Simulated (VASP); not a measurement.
W, 1 atom in the cell. It takes space group Fm-3m (No. 225, cubic). Conventional cell: a = 3.973 Å, b = 3.973 Å, c = 3.973 Å, α = 90.00°, β = 90.00°, γ = 90.00°. Within 3.7 Å of W (site symmetry m-3m) lie 12 W at 2.81 Å. 

| Property | Result |
| --- | --- |
| Program | VASP 6.6.1 |
| Task | single point |
| Functional | LDA |
| Potentials or basis | VASP PAW LDA potentials, release 64 (W_sv) |
| Cutoff | 520 eV |
| k mesh | 18 × 18 × 18 |
| Occupations | gaussian, width 0.1 eV |
| Spin | no spin polarisation |
| Dipole correction | no |
| Further INCAR settings | ALGO = Fast; EDIFF = 1e-07; NBANDS = 13 |

Potentials or basis: VASP PAW LDA potentials, release 64 (W_sv).

The run is started by

```sh
$ cat potpaw_LDA.64/W_sv/POTCAR > POTCAR
$ mpirun -np 1 vasp_std > vasp.out
```

Hardware: 1 thread of Intel Xeon 6975P-C, on a shared host.

Task: How long does it take, and how much memory?

Result: Run time: 29 s on 1 thread of Intel Xeon 6975P-C, with other jobs on the host, peak memory 0.16 GiB. Counts: scf iterations 14, k points 195.
